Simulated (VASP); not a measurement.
# Cu (Fm-3m) in VASP: further runs

Runs on Cu. Level: PBEsol. Tasks: single point, relaxation of cell and atoms.

Program: VASP 6.6.1. These are calculated values, not measurements. Logs are shortened: lines on timing, memory, paths and dates and some standing lists are left out, and cuts for length are marked.

### 1 The cell of the first run

Symmetry: Fm-3m, No. 225, cubic system. Conventional cell: a = 3.564 Å, b = 3.564 Å, c = 3.564 Å, α = 90.00°, β = 90.00°, γ = 90.00°. Within 3.3 Å of Cu (site symmetry m-3m) lie 12 Cu at 2.52 Å.

### 2 Single point, PBEsol

INCAR reads:

```
SYSTEM = Cu
  ALGO = Normal
  EDIFF = 1E-6
  ENCUT = 520
  GGA = PS
  ISIF = 2
  ISMEAR = -1
  LASPH = .True.
  LCHARG = .False.
  LREAL = .False.
  LWAVE = .False.
  NBANDS = 12
  NELM = 80
  PREC = Accurate
  SIGMA = 0.15
```

KPOINTS reads:

```
k-points
0
Gamma
  16 16 16
  0 0 0
```

POSCAR reads:

```
Cu
1.0
    0.0000000000      1.7820435896      1.7820435896
    1.7820435896      0.0000000000      1.7820435896
    1.7820435896      1.7820435896      0.0000000000
Cu
1
Direct
    0.0000000000      0.0000000000      0.0000000000
```

Potentials or basis: VASP PAW PBE potentials, release 64 (Cu).

Run with:

```bash
> cat potpaw_PBE.64/Cu/POTCAR > POTCAR
> mpirun -np 1 vasp_std > vasp.out
```

OUTCAR:

```text
SYSTEM = Cu
   EDIFF = 1E-6
   ENCUT = 520
   GGA = PS
   ISIF = 2
   ISMEAR = -1
   LASPH = .True.
   LREAL = .False.
   NELM = 80
   PREC = Accurate

 ion  position               nearest neighbor table
   1  0.000  0.000  0.000-

  LATTYP: Found a face centered cubic cell.
 ALAT       =     3.5640871792

  Lattice vectors:

 A1 = (   0.0000000000,   1.7820435896,   1.7820435896)
 A2 = (   1.7820435896,   0.0000000000,   1.7820435896)
 A3 = (   1.7820435896,   1.7820435896,   0.0000000000)

Analysis of symmetry for initial positions (statically):
=====================================================================
 Subroutine PRICEL returns:
 Original cell was already a primitive cell.

 Routine SETGRP: Setting up the symmetry group for a
 face centered cubic supercell.

 Subroutine GETGRP returns: Found 48 space group operations
 (whereof 48 operations were pure point group operations)
 out of a pool of 48 trial point group operations.

The static configuration has the point symmetry O_h .

Analysis of symmetry for dynamics (positions and initial velocities):
=====================================================================
 Subroutine PRICEL returns:
 Original cell was already a primitive cell.

 Routine SETGRP: Setting up the symmetry group for a
 face centered cubic supercell.

 Subroutine GETGRP returns: Found 48 space group operations
 (whereof 48 operations were pure point group operations)
 out of a pool of 48 trial point group operations.

The dynamic configuration has the point symmetry O_h .

 Subroutine INISYM returns: Found 48 space group operations
 (whereof 48 operations are pure point group operations),
 and found     1 'primitive' translations

----------------------------------------------------------------------------------------

                                     Primitive cell

  volume of cell :      11.3184

  direct lattice vectors                    reciprocal lattice vectors
     0.000000000  1.782043590  1.782043590    -0.280576751  0.280576751  0.280576751
     1.782043590  0.000000000  1.782043590     0.280576751 -0.280576751  0.280576751
     1.782043590  1.782043590  0.000000000     0.280576751  0.280576751 -0.280576751

  length of vectors
     2.520190213  2.520190213  2.520190213     0.485973188  0.485973188  0.485973188

  position of ions in fractional coordinates (direct lattice)
     0.000000000  0.000000000  0.000000000

  ion indices of the primitive-cell ions
   primitive index   ion index
                 1           1
[... 73 lines left out ...]
   LREAL  =      F    real-space projection
   EDIFFG = 0.1E-04   stopping-criterion for IOM
   NSW    =      0    number of steps for IOM
   IBRION =     -1    ionic relax: 0-MD 1-quasi-New 2-CG
   NFREE  =      0    steps in history (QN), initial steepest desc. (CG)
   ISIF   =      2    stress and relaxation
   ISYM   =      2    0-nonsym 1-usesym 2-fastsym
   POTIM  = 0.5000    time-step for ionic-motion
   TEBEG  =    0.0;   TEEND  =   0.0 temperature during run
   PSTRESS=    0.0 pullay stress
   NELECT =      11.0000    total number of electrons
   NUPDOWN=      -1.0000    fix difference up-down
   EMIN   =  10.00;   EMAX   =-10.00  energy-range for DOS
   EFERMI =   0.00;   METHOD = LEGACY
   ISMEAR =    -1;   SIGMA  =   0.15  broadening in eV -4-tet -1-fermi 0-gaus
   EFERMI_NEDOS =   21; number of points for ismear=-14 and -15
   IALGO  =     38    algorithm
   IMIX   =      4    mixing-type and parameters
     AMIX     =   0.40;   BMIX     =  1.00
     AMIX_MAG =   1.60;   BMIX_MAG =  1.00
  volume/ion in A,a.u.               =      11.32        76.38
  Fermi-wavevector in a.u.,A,eV,Ry     =   1.621601  3.064382 35.777752  2.629591
  Thomas-Fermi vector in A             =   2.715351
   LORBIT       =      0    0 simple, 1 ext, 2 COOP (PROOUT), +10 PAW based schemes
   GGA     = PS    functional components
   LHFCALC =     F    Hartree Fock is set to
   AEXX    =    0.0000 exact exchange contribution
   IVDW    =     0    specifies the selected vdW correction
   LEPSILON=     F    determine dielectric tensor
   LRPA    =     F    only Hartree local field effects (RPA)
 non-spin polarized calculation
  energy-cutoff  :      520.00
  volume of cell :       11.32
 maximum number of plane-waves:       316
   NGX =  9   NGY =  9   NGZ =  9

 number of electron      11.0000013 magnetization

 Free energy of the ion-electron system (eV)
  ---------------------------------------------------
  ext. energy  EPLUGINS =         0.00000000
  ---------------------------------------------------
  free energy    TOTEN  =        -4.31959375 eV

  energy without entropy =       -4.29733528  energy(sigma->0) =       -4.30846451

 E-fermi :   7.9315     XC(G=0): -13.1585

 val. band max:        7.8835785031   @ k =   0.5000   0.1875   0.0625
 cond. band min:       7.9580154053   @ k =   0.5000   0.3125   0.1250
 fundamental gap:      0.0744369022
 Fermi energy:         7.9314897588

 k-point     1 :       0.0000    0.0000    0.0000
  band No.  band energies     occupation
      1      -1.7812      2.00000
      2       4.7739      2.00000
      3       4.7739      2.00000
      4       4.7739      2.00000
      5       5.6624      2.00000
      6       5.6624      2.00000
      7      30.8608      0.00000
      8      33.8074      0.00000
      9      33.8074      0.00000
     10      33.8074      0.00000
     11      36.3247      0.00000
     12      36.3247      0.00000
[... 331 lines left out ...]
 k-point    24 :      -0.0625    0.0625    0.0000
  band No.  band energies     occupation
      1      -1.3920      2.00000
      2       4.6814      2.00000
      3       4.8442      2.00000
      4       4.8584      2.00000
      5       5.5943      2.00000
      6       5.6763      2.00000
      7      28.9867      0.00000
      8      30.2144      0.00000
      9      32.7797      0.00000
     10      34.3603      0.00000
     11      36.5162      0.00000
     12      37.1242      0.00000

 [... further k-points ...]
[... 5 lines left out ...]
  --------------------------------------------------------------------------------------
  -------------------------------------------------------------------------------------
  Total        0.0534451      0.0534451      0.0534451     -0.0000000     -0.0000000      0.0000000
  in kB        7.5654316      7.5654316      7.5654316     -0.0000000     -0.0000000      0.0000000
  external PRESSURE =       7.5654316 kB  Pullay stress =       0.0000000 kB

 VOLUME and BASIS-vectors are now :
 -----------------------------------------------------------------------------
  energy-cutoff  :      520.00
  volume of cell :       11.32
      direct lattice vectors                 reciprocal lattice vectors
     0.000000000  1.782043590  1.782043590    -0.280576751  0.280576751  0.280576751
     1.782043590  0.000000000  1.782043590     0.280576751 -0.280576751  0.280576751
     1.782043590  1.782043590  0.000000000     0.280576751  0.280576751 -0.280576751

 POSITION                                       TOTAL-FORCE (eV/Angst)
 -----------------------------------------------------------------------------------
      0.00000      0.00000      0.00000        -0.000000      0.000000     -0.000000
 -----------------------------------------------------------------------------------
    total drift:                               -0.000000     -0.000000     -0.000000

  FREE ENERGIE OF THE ION-ELECTRON SYSTEM (eV)
  ---------------------------------------------------
  free  energy   TOTEN  =        -4.3195937472 eV

  energy  without entropy=       -4.2973352784  energy(sigma->0) =       -4.30846451
```

OSZICAR:

```text
N       E                     dE             d eps       ncg     rms          rms(c)
DAV:   1     0.419922603612E+02    0.41992E+02   -0.53869E+03  3860   0.155E+03
DAV:   2    -0.409877227532E+01   -0.46091E+02   -0.42631E+02  3600   0.208E+02
DAV:   3    -0.541703327881E+01   -0.13183E+01   -0.13096E+01  3972   0.397E+01
DAV:   4    -0.542494383409E+01   -0.79106E-02   -0.79095E-02  3980   0.272E+00
DAV:   5    -0.542501497920E+01   -0.71145E-04   -0.71144E-04  4076   0.261E-01    0.847E+00
DAV:   6    -0.475605605752E+01    0.66896E+00   -0.17051E+01  4168   0.792E+01    0.417E+00
DAV:   7    -0.433459230963E+01    0.42146E+00   -0.25922E+00  4168   0.306E+01    0.597E-01
DAV:   8    -0.432136123208E+01    0.13231E-01   -0.52675E-03  4056   0.110E+00    0.313E-01
DAV:   9    -0.431958542776E+01    0.17758E-02   -0.95160E-03  4316   0.167E+00    0.227E-02
DAV:  10    -0.431959269387E+01   -0.72661E-05   -0.33311E-05  4976   0.946E-02    0.557E-03
DAV:  11    -0.431959373871E+01   -0.10448E-05   -0.41308E-07  2896   0.110E-02    0.326E-04
DAV:  12    -0.431959374717E+01   -0.84533E-08   -0.51733E-08  2120   0.248E-03
   1 F= -.43195937E+01 E0= -.43084645E+01  d E =-.222585E-01
```

stdout:

```text
POSCAR found type information on POSCAR Cu
 POSCAR found :  1 types and       1 ions
 scaLAPACK will be used
 -----------------------------------------------------------------------------
|                                                                             |
|                                                                             |
|     You enforced a specific xc type in the INCAR file but a different       |
|     I HOPE YOU KNOW WHAT YOU ARE DOING!                                     |
|                                                                             |
 -----------------------------------------------------------------------------

 LDA part: xc-table for (Slater+PW92), standard interpolation
 POSCAR, INCAR and KPOINTS ok, starting setup
 FFT: planning ... GRIDC
 FFT: planning ... GRID_SOFT
 FFT: planning ... GRID
 WAVECAR not read
 entering main loop
```

Run time: 36 s. Hardware: 1 thread of AMD EPYC 7R13, shared host; peak memory 0.11 GiB.

Results:

```yaml
Free_energy: -4.3196 eV
Pressure: 0.8 GPa
```

Levels at points of the mesh, in eV from the Fermi level:
```csv
k point,band 3,band 4,band 5,band 6,band 7,band 8,band 9,band 10
"(0.00, 0.00, 0.00)",-3.16,-3.16,-2.27,-2.27,22.93,25.88,25.88,25.88
"(0.50, 0.00, 0.00)",-3.19,-1.66,-1.66,-1.16,3.96,21.40,22.69,22.69
"(0.50, 0.50, 0.00)",-1.68,-1.51,-1.51,1.43,7.40,13.37,13.37,18.00
```

Caveat: the PAW data sets were made with another functional, which shifts forces and pressure a little.

### 3 Relaxation of cell and atoms, PBEsol

This run uses another cell than the first one, of 12.16 Å³/atom, 1.074 times its volume.

INCAR reads:

```
PREC = Accurate ; ENCUT = 600
EDIFF = 1E-6 ; ISMEAR = 0
SIGMA = 0.1 ; LREAL = F
LASPH = T ; NELM = 100
ALGO = Normal ; ISIF = 3
LWAVE = F ; LCHARG = F
GGA = PS ; IBRION = 2
NSW = 100 ; EDIFFG = -0.05
```

KPOINTS reads:

```
regular mesh
0
Gamma
  10 10 10
```

POSCAR reads:

```
Cu
1.0
    0.0000000000      1.8250000000      1.8250000000
    1.8250000000      0.0000000000      1.8250000000
    1.8250000000      1.8250000000      0.0000000000
Cu
1
Direct
    0.0000000000      0.0000000000      0.0000000000
```

Potentials or basis: VASP PAW PBE potentials, release 64 (Cu).

Run with:

```bash
> cat potpaw_PBE.64/Cu/POTCAR > POTCAR
> mpirun -np 1 vasp_std > vasp.out
```

Wall time 39 s (1 thread of AMD EPYC 7R13, shared host); peak memory 0.12 GiB.

It converged, with:

* Free energy: -4.2955 eV
* Relaxed volume: 11.37 Å³/atom
* Relaxed cell: a = 2.524 Å, b = 2.524 Å, c = 2.524 Å, α = 60.00°, β = 60.00°, γ = 60.00°
* Space group after relaxing (to 0.05 Å): Fm-3m (No. 225)
* Energy gained by relaxing: 24.2 meV/atom
* Ionic steps: 3
* Pressure after relaxing: 0.0 GPa

Step by step:
```csv
step,energy change (eV),largest force (eV/Å),pressure (GPa),volume (Å³)
1,0.0000,0.0000,-9.20,12.16
2,-0.0167,0.0000,6.30,10.97
3,-0.0242,0.0000,-0.03,11.37
```

Final structure:
```cif
data_structure
_symmetry_space_group_name_H-M 'P 1'
_symmetry_Int_Tables_number 1
_cell_length_a 2.5239
_cell_length_b 2.5239
_cell_length_c 2.5239
_cell_angle_alpha 60.000
_cell_angle_beta 60.000
_cell_angle_gamma 60.000
_cell_volume 11.37
loop_
_atom_site_label
_atom_site_type_symbol
_atom_site_fract_x
_atom_site_fract_y
_atom_site_fract_z
_atom_site_occupancy
Cu1 Cu 0.00000 0.00000 0.00000 1
```

Levels at points of the mesh, in eV from the Fermi level:
```
           k point  band 3  band 4  band 5  band 6  band 7  band 8  band 9
(0.00, 0.00, 0.00)   -3.02   -3.02   -2.14   -2.14   23.02   25.93   25.93
(0.50, 0.00, 0.00)   -3.05   -1.54   -1.54   -1.02    4.06   21.50   22.74
(0.50, 0.50, 0.00)   -1.55   -1.39   -1.39    1.56    7.50   13.46   13.46
```

Caveat: the PAW data sets were made with another functional, which shifts forces and pressure a little.

### 4 Relaxation of cell and atoms, PBEsol

INCAR reads:

```
SYSTEM = Cu
ALGO = Normal
EDIFF = 1E-6
EDIFFG = -0.002
ENCUT = 600
GGA = PS
IBRION = 2
ISIF = 3
ISMEAR = 0
LASPH = .TRUE.
LCHARG = .FALSE.
LREAL = .FALSE.
LWAVE = .FALSE.
NELM = 60
NSW = 100
PREC = Accurate
SIGMA = 0.1
```

KPOINTS reads:

```
k-points
0
G
  16 16 16
  0 0 0
```

POSCAR reads:

```
Cu
1.0
    0.0000000000      1.7818426866      1.7818426866
    1.7818426866      0.0000000000      1.7818426866
    1.7818426866      1.7818426866      0.0000000000
Cu
1
Direct
    0.0000000000      0.0000000000      0.0000000000
```

Run with:

```bash
> cat potpaw_PBE.64/Cu/POTCAR > POTCAR
> mpirun -np 1 vasp_std > vasp.out
```

Wall time 50 s (1 thread of AMD EPYC 7R13, shared host); peak memory 0.11 GiB.

The run converged. Its results:

```
Free energy                            : -4.3093 eV
Relaxed volume                         : 11.37 Å³/atom
Relaxed cell                           : a = 2.524 Å, b = 2.524 Å, c = 2.524 Å, α = 60.00°, β = 60.00°, γ = 60.00°
Space group after relaxing (to 0.05 Å) : Fm-3m (No. 225)
Energy gained by relaxing              : 0.2 meV/atom
Ionic steps                            : 3
Pressure after relaxing                : 0.0 GPa
```

The path:
```tsv
step	energy change (eV)	largest force (eV/Å)	pressure (GPa)	volume (Å³)
1	0.0000	0.0000	0.91	11.31
2	-0.0001	0.0000	-0.68	11.42
3	-0.0002	0.0000	-0.01	11.37
```

Final structure:
```xyz
1
Lattice="0.0000 1.7849 1.7849 1.7849 0.0000 1.7849 1.7849 1.7849 0.0000" Properties=species:S:1:pos:R:3 pbc="T T T"
Cu    0.0000    0.0000    0.0000
```

Levels at points of the mesh, in eV from the Fermi level:
```tsv
k point	band 4	band 5	band 6	band 7	band 8	band 9
(0.00, 0.00, 0.00)	-3.10	-2.22	-2.22	22.93	25.83	25.83
(0.50, 0.00, 0.00)	-1.62	-1.62	-1.11	3.97	21.40	22.65
(0.50, 0.50, 0.00)	-1.47	-1.47	1.47	7.40	13.37	13.37
```

Caveat: the PAW data sets were made with another functional, which shifts forces and pressure a little.

### 5 Overview

```tsv
task	cell	k mesh	cutoff (eV)	smearing	gap on the mesh (eV)	pressure (GPa)	relaxed volume (Å³/atom)
single point	a = 2.520 Å, angles 60.0°, 1 atom	16 × 16 × 16	520	fermi-dirac 0.15 eV	none	0.8	-
relaxation of cell and atoms	relaxed from a = 2.581 Å, angles 60.0°, 1 atom	10 × 10 × 10	600	gaussian 0.1 eV	none	0.0	11.37
relaxation of cell and atoms	relaxed from a = 2.520 Å, angles 60.0°, 1 atom	16 × 16 × 16	600	gaussian 0.1 eV	none	0.0	11.37
```

Alike in all rows: level PBEsol; potentials or basis VASP PAW PBE potentials, release 64 (Cu); no spin polarisation.

Caveats: the PAW data sets were made with another functional, which shifts forces and pressure a little.

Total energies depend on the potentials used, so only differences within one code and one set of settings carry meaning.
